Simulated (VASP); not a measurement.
# Tc (Fd-3m) in VASP: further runs

Tc is run at these levels: r2SCAN; tasks: single point, relaxation of cell and atoms.

All numbers are computed with VASP 6.6.1; they aren't measurements. Logs are shortened: lines on timing, memory, paths and dates and some standing lists are left out, and cuts for length are marked.

## (1) The cell of the first run

It takes space group Fd-3m (No. 227, cubic). The conventional cell has a = 5.507 Å, b = 5.507 Å, c = 5.507 Å, α = 90.00°, β = 90.00°, γ = 90.00°. Tc (site symmetry -43m) has 4 Tc at 2.38 Å within 3.2 Å.

This isn't the form of Tc at room conditions, which is hcp.

## (2) Single point, r2SCAN

POSCAR reads:

```
Tc
1.0
    0.0000000000      2.7535216102      2.7535216102
    2.7535216102      0.0000000000      2.7535216102
    2.7535216102      2.7535216102      0.0000000000
Tc
2
Direct
    1.0000000000      1.0000000000      1.0000000000
    0.2500000000      0.2500000000      0.2500000000
```

INCAR.step1 reads:

```
SYSTEM = Tc
PREC = Accurate
ENCUT = 520
ISMEAR = -1
SIGMA = 0.05
LREAL = .FALSE.
LASPH = .TRUE.
NELM = 60
NBANDS = 20
GGA = PE
ALGO = Normal
EDIFF = 1E-4
LWAVE = .TRUE.
LCHARG = .FALSE.
```

INCAR.step2 reads:

```
SYSTEM = Tc
PREC = Accurate
ENCUT = 520
EDIFF = 1E-7
ISMEAR = -1
SIGMA = 0.05
LREAL = .FALSE.
LASPH = .TRUE.
NELM = 60
ALGO = Normal
ISIF = 2
LWAVE = .FALSE.
LCHARG = .TRUE.
METAGGA = R2SCAN
LMIXTAU = .TRUE.
LELF = .TRUE.
LVHAR = .TRUE.
NBANDS = 20
ISTART = 1
```

KPOINTS reads:

```
Automatic mesh
0
G
  6 6 6
  0 0 0
```

Potentials or basis: VASP PAW PBE potentials, release 64 (Tc_pv).

Run with:

```
cat potpaw_PBE.64/Tc_pv/POTCAR > POTCAR
cp INCAR.step1 INCAR
mpirun -np 1 vasp_std > vasp.out
cp INCAR.step2 INCAR
mpirun -np 1 vasp_std > vasp.out
```

OUTCAR:

```text
SYSTEM = Tc
   PREC = Accurate
   ENCUT = 520
   EDIFF = 1E-7
   ISMEAR = -1
   LREAL = .FALSE.
   LASPH = .TRUE.
   NELM = 60
   ISIF = 2
   METAGGA = R2SCAN
   ISTART = 1

 ion  position               nearest neighbor table
   1  0.000  0.000  0.000-   2 2.38   2 2.38   2 2.38   2 2.38
   2  0.250  0.250  0.250-   1 2.38   1 2.38   1 2.38   1 2.38

  LATTYP: Found a face centered cubic cell.
 ALAT       =     5.5070432204

  Lattice vectors:

 A1 = (   0.0000000000,   2.7535216102,   2.7535216102)
 A2 = (   2.7535216102,   0.0000000000,   2.7535216102)
 A3 = (   2.7535216102,   2.7535216102,   0.0000000000)

Analysis of symmetry for initial positions (statically):
=====================================================================
 Subroutine PRICEL returns:
 Original cell was already a primitive cell.

 Routine SETGRP: Setting up the symmetry group for a
 face centered cubic supercell.

 Subroutine GETGRP returns: Found 48 space group operations
 (whereof 24 operations were pure point group operations)
 out of a pool of 48 trial point group operations.

The static configuration has the point symmetry T_d .
 The point group associated with its full space group is O_h .

Analysis of symmetry for dynamics (positions and initial velocities):
=====================================================================
 Subroutine PRICEL returns:
 Original cell was already a primitive cell.

 Routine SETGRP: Setting up the symmetry group for a
 face centered cubic supercell.

 Subroutine GETGRP returns: Found 48 space group operations
 (whereof 24 operations were pure point group operations)
 out of a pool of 48 trial point group operations.

The dynamic configuration has the point symmetry T_d .
 The point group associated with its full space group is O_h .

 Subroutine INISYM returns: Found 48 space group operations
 (whereof 24 operations are pure point group operations),
 and found     1 'primitive' translations

----------------------------------------------------------------------------------------

                                     Primitive cell

  volume of cell :      41.7537

  direct lattice vectors                    reciprocal lattice vectors
     0.000000000  2.753521610  2.753521610    -0.181585646  0.181585646  0.181585646
[... 71 lines left out ...]
   ISPIN  =      1    spin polarized calculation?
   LNONCOLLINEAR =      F non collinear calculations
   LSORBIT =      F    spin-orbit coupling
   LASPH  =      T    aspherical Exc in radial PAW
   ENCUT  =  520.0 eV  38.22 Ry    6.18 a.u.   7.24  7.24  7.24*2*pi/ulx,y,z
   NELM   =     60;   NELMIN=  2; NELMDL=  0     # of ELM steps
   EDIFF  = 0.1E-06   stopping-criterion for ELM
   LREAL  =      F    real-space projection
   EDIFFG = 0.1E-05   stopping-criterion for IOM
   NSW    =      0    number of steps for IOM
   IBRION =     -1    ionic relax: 0-MD 1-quasi-New 2-CG
   NFREE  =      0    steps in history (QN), initial steepest desc. (CG)
   ISIF   =      2    stress and relaxation
   ISYM   =      2    0-nonsym 1-usesym 2-fastsym
   POTIM  = 0.5000    time-step for ionic-motion
   TEBEG  =    0.0;   TEEND  =   0.0 temperature during run
   PSTRESS=    0.0 pullay stress
   NELECT =      26.0000    total number of electrons
   NUPDOWN=      -1.0000    fix difference up-down
   EMIN   =  10.00;   EMAX   =-10.00  energy-range for DOS
   EFERMI =   0.00;   METHOD = LEGACY
   ISMEAR =    -1;   SIGMA  =   0.05  broadening in eV -4-tet -1-fermi 0-gaus
   EFERMI_NEDOS =   21; number of points for ismear=-14 and -15
   IALGO  =     38    algorithm
   IMIX   =      4    mixing-type and parameters
     AMIX     =   0.40;   BMIX     =  1.00
     AMIX_MAG =   1.60;   BMIX_MAG =  1.00
  volume/ion in A,a.u.               =      20.88       140.88
  Fermi-wavevector in a.u.,A,eV,Ry     =   1.397979  2.641798 26.590500  1.954347
  Thomas-Fermi vector in A             =   2.521183
   LORBIT       =      0    0 simple, 1 ext, 2 COOP (PROOUT), +10 PAW based schemes
   METAGGA = R2SCAN    functional components
   LHFCALC =     F    Hartree Fock is set to
   AEXX    =    0.0000 exact exchange contribution
   IVDW    =     0    specifies the selected vdW correction
   LEPSILON=     F    determine dielectric tensor
   LRPA    =     F    only Hartree local field effects (RPA)
 non-spin polarized calculation
  energy-cutoff  :      520.00
  volume of cell :       41.75
 maximum number of plane-waves:      1158
 NGX is ok and might be reduce to    30
   NGX = 15   NGY = 15   NGZ = 15

 number of electron      25.9999994 magnetization

 Free energy of the ion-electron system (eV)
  ---------------------------------------------------
  ext. energy  EPLUGINS =         0.00000000
  ---------------------------------------------------
  free energy    TOTEN  =       -49.05949842 eV

  energy without entropy =      -49.03743680  energy(sigma->0) =      -49.04846761

 E-fermi :   7.1955     XC(G=0): -12.0502

 val. band max:        7.1684386293   @ k =  -0.3333   0.1667   0.0000
 cond. band min:       7.2378568072   @ k =   0.5000   0.0000   0.0000
 fundamental gap:      0.0694181779
 Fermi energy:         7.1955058507

 k-point     1 :       0.0000    0.0000    0.0000
  band No.  band energies     occupation
      1     -33.1228      2.00000
      2     -33.1228      2.00000
      3     -33.1228      2.00000
      4     -31.9700      2.00000
      5     -31.9700      2.00000
      6     -31.9700      2.00000
[... 357 lines left out ...]
     19      12.2837      0.00000
     20      12.2837      0.00000

------------------------ aborting loop because EDIFF is reached ----------------------------------------

  FORCE on cell =-STRESS in cart. coord.  units (eV):
  Direction    XX          YY          ZZ          XY          YZ          ZX
  --------------------------------------------------------------------------------------
  -------------------------------------------------------------------------------------
  Total        0.0538657      0.0538657      0.0538657     -0.0000000     -0.0000000      0.0000000
  in kB        2.0669372      2.0669372      2.0669372     -0.0000000     -0.0000000      0.0000000
  external PRESSURE =       2.0669372 kB  Pullay stress =       0.0000000 kB

 VOLUME and BASIS-vectors are now :
 -----------------------------------------------------------------------------
  energy-cutoff  :      520.00
  volume of cell :       41.75
      direct lattice vectors                 reciprocal lattice vectors
     0.000000000  2.753521610  2.753521610    -0.181585646  0.181585646  0.181585646
     2.753521610  0.000000000  2.753521610     0.181585646 -0.181585646  0.181585646
     2.753521610  2.753521610  0.000000000     0.181585646  0.181585646 -0.181585646

 POSITION                                       TOTAL-FORCE (eV/Angst)
 -----------------------------------------------------------------------------------
      0.00000      0.00000      0.00000        -0.000000     -0.000000     -0.000000
      1.37676      1.37676      1.37676         0.000000      0.000000      0.000000
 -----------------------------------------------------------------------------------
    total drift:                                0.000000     -0.000000      0.000000

  FREE ENERGIE OF THE ION-ELECTRON SYSTEM (eV)
  ---------------------------------------------------
  free  energy   TOTEN  =       -49.0594984246 eV

  energy  without entropy=      -49.0374367974  energy(sigma->0) =      -49.04846761
```

OUTCAR.step1:

```text
SYSTEM = Tc
   PREC = Accurate
   ENCUT = 520
   ISMEAR = -1
   LREAL = .FALSE.
   LASPH = .TRUE.
[... 580 lines left out ...]
      0.00000      0.00000      0.00000        -0.000000     -0.000000      0.000000
      1.37676      1.37676      1.37676         0.000000      0.000000      0.000000
 -----------------------------------------------------------------------------------
    total drift:                                0.000000     -0.000000      0.000000

  FREE ENERGIE OF THE ION-ELECTRON SYSTEM (eV)
  ---------------------------------------------------
  free  energy   TOTEN  =       -17.7931221651 eV

  energy  without entropy=      -17.7664708086  energy(sigma->0) =      -17.77979649
```

Run time: 57 s. Hardware: 1 thread of Intel Xeon Platinum 8259CL at 2.50GHz (Skylake/Cascade Lake), shared host; peak memory 0.17 GiB.

Results:

```yaml
Free_energy: -49.0595 eV
Pressure: 0.2 GPa
Band_gap_on_the_k_mesh: zero (bands 13 and 14 overlap by 1.05 eV)
```

Levels at points of the mesh, in eV from the Fermi level:
| k point | band 9 | band 10 | band 11 | band 12 | band 13 | band 14 | band 15 | band 16 | band 17 | band 18 |
| --- | --- | --- | --- | --- | --- | --- | --- | --- | --- | --- |
| (0.00, 0.00, 0.00) | -3.18 | -2.44 | -2.44 | -2.44 | 0.60 | 0.60 | 0.60 | 3.46 | 3.46 | 13.04 |
| (0.50, 0.00, 0.00) | -2.85 | -2.73 | -2.71 | -2.71 | 0.04 | 1.44 | 1.44 | 2.84 | 2.84 | 4.35 |
| (0.50, 0.50, 0.00) | -2.67 | -2.67 | -0.64 | -0.64 | -0.29 | -0.29 | 3.17 | 3.17 | 4.61 | 4.61 |

Caveat: the PAW data sets were made with another functional, which shifts forces and pressure a little.

## (3) Relaxation of cell and atoms, r2SCAN

This run uses another cell than the first one, of 20.82 Å³/atom.

POSCAR reads:

```
Tc
1.0
    0.0000000000      2.7511133731      2.7511133731
    2.7511133731      0.0000000000      2.7511133731
    2.7511133731      2.7511133731      0.0000000000
Tc
2
Direct
    1.0000000000      1.0000000000      1.0000000000
    0.2500000000      0.2500000000      0.2500000000
```

INCAR.step1 reads:

```
ALGO = Normal
EDIFF = 1E-4
ENCUT = 600
GGA = PE
ISMEAR = -1
LASPH = True
LCHARG = False
LREAL = False
LWAVE = True
NELM = 100
PREC = Accurate
SIGMA = 0.05
```

INCAR.step2 reads:

```
ALGO = Normal
EDIFF = 1E-7
EDIFFG = -0.03
ENCUT = 600
IBRION = 2
ISIF = 3
ISMEAR = -1
ISTART = 1
LASPH = True
LCHARG = False
LMIXTAU = True
LREAL = False
LWAVE = False
METAGGA = R2SCAN
NELM = 100
NSW = 80
PREC = Accurate
SIGMA = 0.05
```

KPOINTS reads:

```
k-points
0
Gamma
  6 6 6
```

Potentials or basis: VASP PAW PBE potentials, release 64 (Tc_pv).

Run with:

```
cat potpaw_PBE.64/Tc_pv/POTCAR > POTCAR
cp INCAR.step1 INCAR
mpirun -np 1 vasp_std > vasp.out
cp INCAR.step2 INCAR
mpirun -np 1 vasp_std > vasp.out
```

Run time: 1.8 min. Hardware: 1 thread of Intel Xeon Platinum 8259CL at 2.50GHz (Skylake/Cascade Lake), shared host; peak memory 0.2 GiB.

Results (log left out):

| Quantity | Value |
| --- | --- |
| Free energy | -49.0605 eV |
| Relaxed volume | 20.93 Å³/atom |
| Relaxed cell | a = 3.897 Å, b = 3.897 Å, c = 3.897 Å, α = 60.00°, β = 60.00°, γ = 60.00° |
| Space group after relaxing (to 0.1 Å) | Fd-3m (No. 227) |
| Energy gained by relaxing | 0.3 meV/atom |
| Ionic steps | 3 |
| Pressure after relaxing | 0.0 GPa |
| Band gap on the k mesh | zero (bands 13 and 14 overlap by 1.05 eV) |

Step by step:
```tsv
step	energy change (eV)	largest force (eV/Å)	pressure (GPa)	volume (Å³)
1	0.0000	0.0000	0.82	41.64
2	0.0017	0.0000	-1.65	42.29
3	-0.0005	0.0000	0.00	41.85
```

Final structure:
```
Tc
1.0
     0.00000    2.75564    2.75564
     2.75564    0.00000    2.75564
     2.75564    2.75564    0.00000
Tc
2
Cartesian
  0.0000 0.0000 0.0000
  1.3778 1.3778 1.3778
```

Levels at points of the mesh, in eV from the Fermi level:
```tsv
k point	band 11	band 12	band 13	band 14	band 15	band 16
(0.00, 0.00, 0.00)	-2.43	-2.43	0.60	0.60	0.60	3.45
(0.50, 0.00, 0.00)	-2.70	-2.70	0.04	1.44	1.44	2.84
(0.50, 0.50, 0.00)	-0.65	-0.65	-0.29	-0.29	3.16	3.16
```

Caveat: the PAW data sets were made with another functional, which shifts forces and pressure a little.
